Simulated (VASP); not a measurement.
A run of VASP 6.6.1 is set up as follows.

File INCAR:

```
SYSTEM = Rh
ALGO = Normal
EDIFF = 1E-6
ENCUT = 520
GGA = PE
ISIF = 2
ISMEAR = -1
LASPH = .True.
LCHARG = .True.
LELF = .True.
LREAL = .False.
LVHAR = .True.
LWAVE = .False.
NBANDS = 14
NELM = 100
PREC = Accurate
SIGMA = 0.05
```

The input KPOINTS:

```
k-points
0
Gamma
  14 14 14
  0 0 0
```

The input POSCAR:

```
Rh
1.0
    0.0000000000      1.9150000000      1.9150000000
    1.9150000000      0.0000000000      1.9150000000
    1.9150000000      1.9150000000      0.0000000000
Rh
1
Direct
    0.0000000000      0.0000000000      0.0000000000
```

Potentials or basis: VASP PAW PBE potentials, release 64 (Rh_pv).

Launch:

```bash
$ cat potpaw_PBE.64/Rh_pv/POTCAR > POTCAR
$ mpirun -np 1 vasp_std > vasp.out
```

(1) Predict the pressure.

Answers

(1) 0.1 GPa.
